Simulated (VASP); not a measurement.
# AlN (P6_3mc) in VASP: further runs, part 2 of 2

VASP 6.6.1. Earlier steps stand in the parts before.

**3. Single point, PBE (volume scaled by 1.03, then relaxed in part)**

The input, INCAR:

```
SYSTEM = AlN
ALGO     = Normal         ! electronic algorithm
EDIFF    = 1E-6           ! SCF threshold, eV
ENCUT    = 520            ! plane-wave cutoff, eV
GGA      = PE             ! functional
ISIF     = 2              ! what is computed and relaxed
ISMEAR   = 0              ! smearing method
LASPH    = .TRUE.         ! aspherical terms in the spheres
LCHARG   = .FALSE.        ! write CHGCAR
LREAL    = .FALSE.        ! projectors in reciprocal space
LWAVE    = .FALSE.        ! write WAVECAR
NBANDS   = 16             ! bands
NELM     = 60             ! most SCF steps
PREC     = Accurate       ! precision mode
SIGMA    = 0.02           ! smearing width, eV
```

The input, KPOINTS:

```
k-points
0
G
  9 9 6
  0 0 0
```

The input, POSCAR:

```
AlN
1.0
    3.1596950173      0.0000000000      0.0000000000
   -1.5798475086      2.7363761532      0.0000000000
    0.0000000000      0.0000000000      5.0726038200
Al N
2 2
Direct
    0.3333333333      0.6666666667     -0.0006072924
    0.6666666667      0.3333333333      0.4993927076
    0.3333333333      0.6666666667      0.3806072924
    0.6666666667      0.3333333333      0.8806072924
```

Potentials or basis: VASP PAW PBE potentials, release 64 (Al, N).

On the command line:

```sh
> cat potpaw_PBE.64/Al/POTCAR potpaw_PBE.64/N/POTCAR > POTCAR
> mpirun -np 1 vasp_std > vasp.out
```

OUTCAR:

```text
SYSTEM = AlN
   EDIFF = 1E-6
   ENCUT = 520
   GGA = PE
   ISIF = 2
   ISMEAR = 0
   LASPH = .TRUE.
   LREAL = .FALSE.
   NELM = 60
   PREC = Accurate

 ion  position               nearest neighbor table
   1  0.333  0.667  0.999-   4 1.92   4 1.92   4 1.92   3 1.93   2 3.12   2 3.12   2 3.12   2 3.12
                             2 3.12   2 3.12
   2  0.667  0.333  0.499-   3 1.92   3 1.92   3 1.92   4 1.93   1 3.12   1 3.12   1 3.12   1 3.12
                             1 3.12   1 3.12
   3  0.333  0.667  0.381-   2 1.92   2 1.92   2 1.92   1 1.93
   4  0.667  0.333  0.881-   1 1.92   1 1.92   1 1.92   2 1.93

  LATTYP: Found a hexagonal cell.
 ALAT       =     3.1596950173
 C/A-ratio  =     1.6054093171

  Lattice vectors:

 A1 = (   3.1596950173,   0.0000000000,   0.0000000000)
 A2 = (  -1.5798475086,   2.7363761532,   0.0000000000)
 A3 = (   0.0000000000,   0.0000000000,   5.0726038200)

Analysis of symmetry for initial positions (statically):
=====================================================================
 Subroutine PRICEL returns:
 Original cell was already a primitive cell.

 Routine SETGRP: Setting up the symmetry group for a
 hexagonal supercell.

 Subroutine GETGRP returns: Found 12 space group operations
 (whereof  6 operations were pure point group operations)
 out of a pool of 24 trial point group operations.

The static configuration has the point symmetry C_3v.
 The point group associated with its full space group is C_6v.

Analysis of symmetry for dynamics (positions and initial velocities):
=====================================================================
 Subroutine PRICEL returns:
 Original cell was already a primitive cell.

 Routine SETGRP: Setting up the symmetry group for a
 hexagonal supercell.

 Subroutine GETGRP returns: Found 12 space group operations
 (whereof  6 operations were pure point group operations)
 out of a pool of 24 trial point group operations.

The dynamic configuration has the point symmetry C_3v.
 The point group associated with its full space group is C_6v.

 Subroutine INISYM returns: Found 12 space group operations
 (whereof  6 operations are pure point group operations),
 and found     1 'primitive' translations

----------------------------------------------------------------------------------------

                                     Primitive cell

  volume of cell :      43.8583

  direct lattice vectors                    reciprocal lattice vectors
     3.159695017  0.000000000  0.000000000     0.316486241  0.182723417  0.000000000
    -1.579847509  2.736376153  0.000000000     0.000000000  0.365446833  0.000000000
     0.000000000  0.000000000  5.072603820     0.000000000  0.000000000  0.197137414

  length of vectors
     3.159695017  3.159695017  5.072603820     0.365446833  0.365446833  0.197137414

  position of ions in fractional coordinates (direct lattice)
     0.333333333  0.666666667  0.999392708
     0.666666667  0.333333333  0.499392708
     0.333333333  0.666666667  0.380607292
     0.666666667  0.333333333  0.880607292

  ion indices of the primitive-cell ions
   primitive index   ion index
                 1           1
                 2           2
                 3           3
                 4           4

[... 31 lines left out ...]
  0.333333 -0.000000  0.000000      6.000000
  0.444444  0.000000  0.000000      6.000000
  0.111111  0.111111  0.000000      6.000000
[... 16 lines left out ...]
  0.333333  0.222222  0.166667     24.000000
  0.333333  0.333333  0.166667      4.000000
 [... further k-points ...]
   k-points           NKPTS =     48   k-points in BZ     NKDIM =     48   number of bands    NBANDS=     16
   number of dos      NEDOS =    301   number of ions     NIONS =      4
   total plane-waves  NPLWV =  23040
   dimension x,y,z NGX =    24 NGY =   24 NGZ =   40
   dimension x,y,z NGXF=    48 NGYF=   48 NGZF=   80
   ions per type =               2   2
   NGX,Y,Z   is equivalent  to a cutoff of  12.63, 12.63, 13.11 a.u.
   NGXF,Y,Z  is equivalent  to a cutoff of  25.25, 25.25, 26.22 a.u.
 SYSTEM =  AlN
   PREC   = accura    normal or accurate (medium, high low for compatibility)
   ISTART =      0    job   : 0-new  1-cont  2-samecut
   ICHARG =      2    charge: 1-file 2-atom 10-const
   ISPIN  =      1    spin polarized calculation?
   LNONCOLLINEAR =      F non collinear calculations
   LSORBIT =      F    spin-orbit coupling
   LASPH  =      T    aspherical Exc in radial PAW
   ENCUT  =  520.0 eV  38.22 Ry    6.18 a.u.   5.87  5.87  9.43*2*pi/ulx,y,z
   NELM   =     60;   NELMIN=  2; NELMDL= -5     # of ELM steps
   EDIFF  = 0.1E-05   stopping-criterion for ELM
   LREAL  =      F    real-space projection
   EDIFFG = 0.1E-04   stopping-criterion for IOM
   NSW    =      0    number of steps for IOM
   IBRION =     -1    ionic relax: 0-MD 1-quasi-New 2-CG
   NFREE  =      0    steps in history (QN), initial steepest desc. (CG)
   ISIF   =      2    stress and relaxation
   ISYM   =      2    0-nonsym 1-usesym 2-fastsym
   POTIM  = 0.5000    time-step for ionic-motion
   TEBEG  =    0.0;   TEEND  =   0.0 temperature during run
   PSTRESS=    0.0 pullay stress
   NELECT =      16.0000    total number of electrons
   NUPDOWN=      -1.0000    fix difference up-down
   EMIN   =  10.00;   EMAX   =-10.00  energy-range for DOS
   EFERMI =   0.00;   METHOD = LEGACY
   ISMEAR =     0;   SIGMA  =   0.02  broadening in eV -4-tet -1-fermi 0-gaus
   EFERMI_NEDOS =   21; number of points for ismear=-14 and -15
   IALGO  =     38    algorithm
   IMIX   =      4    mixing-type and parameters
     AMIX     =   0.40;   BMIX     =  1.00
     AMIX_MAG =   1.60;   BMIX_MAG =  1.00
  volume/ion in A,a.u.               =      10.96        73.99
  Fermi-wavevector in a.u.,A,eV,Ry     =   1.169762  2.210530 18.617440  1.368343
  Thomas-Fermi vector in A             =   2.306230
   LORBIT       =      0    0 simple, 1 ext, 2 COOP (PROOUT), +10 PAW based schemes
   GGA     = PE    functional components
   LHFCALC =     F    Hartree Fock is set to
   AEXX    =    0.0000 exact exchange contribution
   IVDW    =     0    specifies the selected vdW correction
   LEPSILON=     F    determine dielectric tensor
   LRPA    =     F    only Hartree local field effects (RPA)
 non-spin polarized calculation
 Gauss-broadening in eV      SIGMA  =   0.02
  energy-cutoff  :      520.00
  volume of cell :       43.86
 maximum number of plane-waves:      1196
 NGX is ok and might be reduce to    24
   NGX = 11   NGY = 11   NGZ = 19

 number of electron      16.0000001 magnetization

 Free energy of the ion-electron system (eV)
  ---------------------------------------------------
  ext. energy  EPLUGINS =         0.00000000
  ---------------------------------------------------
  free energy    TOTEN  =       -29.75702808 eV

  energy without entropy =      -29.75702808  energy(sigma->0) =      -29.75702808

 E-fermi :   5.8410     XC(G=0): -10.6998

 val. band max:        5.6783550016   @ k =   0.0000   0.0000   0.0000
 cond. band min:       9.4739435331   @ k =   0.0000   0.0000   0.0000
 fundamental gap:      3.7955885315
 Fermi energy:         5.8409841535

 k-point     1 :       0.0000    0.0000    0.0000
  band No.  band energies     occupation
      1      -9.2067      2.00000
      2      -7.2179      2.00000
      3      -0.0935      2.00000
      4       4.8635      2.00000
      5       4.8635      2.00000
      6       5.4949      2.00000
[... 433 lines left out ...]
      3       1.2020      2.00000
      4       1.6126      2.00000
      5       1.6126      2.00000
      6       3.1157      2.00000
[... 8 lines left out ...]
     15      18.4532      0.00000
     16      20.1275      0.00000

 [... further k-points ...]

------------------------ aborting loop because EDIFF is reached ----------------------------------------

  FORCE on cell =-STRESS in cart. coord.  units (eV):
  Direction    XX          YY          ZZ          XY          YZ          ZX
  --------------------------------------------------------------------------------------
  -------------------------------------------------------------------------------------
  Total       -1.5497605     -1.5497605     -1.5300107     -0.0000000      0.0000000      0.0000000
  in kB      -56.6139251    -56.6139251    -55.8924509     -0.0000000      0.0000000      0.0000000
  external PRESSURE =     -56.3734337 kB  Pullay stress =       0.0000000 kB

 VOLUME and BASIS-vectors are now :
 -----------------------------------------------------------------------------
  energy-cutoff  :      520.00
  volume of cell :       43.86
      direct lattice vectors                 reciprocal lattice vectors
     3.159695017  0.000000000  0.000000000     0.316486241  0.182723417  0.000000000
    -1.579847509  2.736376153  0.000000000     0.000000000  0.365446833  0.000000000
     0.000000000  0.000000000  5.072603820     0.000000000  0.000000000  0.197137414

 POSITION                                       TOTAL-FORCE (eV/Angst)
 -----------------------------------------------------------------------------------
     -0.00000      1.82425      5.06952        -0.000000      0.000000      0.005663
      1.57985      0.91213      2.53322         0.000000     -0.000000      0.005663
     -0.00000      1.82425      1.93067        -0.000000      0.000000     -0.005663
      1.57985      0.91213      4.46697         0.000000     -0.000000     -0.005663
 -----------------------------------------------------------------------------------
    total drift:                               -0.000000      0.000000      0.000148

  FREE ENERGIE OF THE ION-ELECTRON SYSTEM (eV)
  ---------------------------------------------------
  free  energy   TOTEN  =       -29.7570280807 eV

  energy  without entropy=      -29.7570280807  energy(sigma->0) =      -29.75702808
```

Run time: 31 s. Hardware: 1 thread of AMD EPYC 7R43 (Zen 3), shared host; peak memory 0.13 GiB.

Results:

```
Free energy            : -29.7570 eV
Pressure               : -5.6 GPa
Largest force          : 0.006 eV/Å
Band gap on the k mesh : 3.80 eV, direct
```

Forces on the atoms (eV/Å):
```
Al   0.000  0.000  0.006
Al   0.000  0.000  0.006
N    0.000  0.000 -0.006
N    0.000  0.000 -0.006
```

Levels at points of the mesh, in eV from the valence-band top:
```csv
k point,band 5,band 6,band 7,band 8,band 9,band 10,band 11,band 12
"(0.00, 0.00, 0.00)",-0.81,-0.18,-0.18,0.00,3.80,6.28,10.22,10.83
"(0.00, 0.00, 0.50)",-0.51,-0.51,-0.51,-0.51,6.07,6.07,9.93,9.93
```
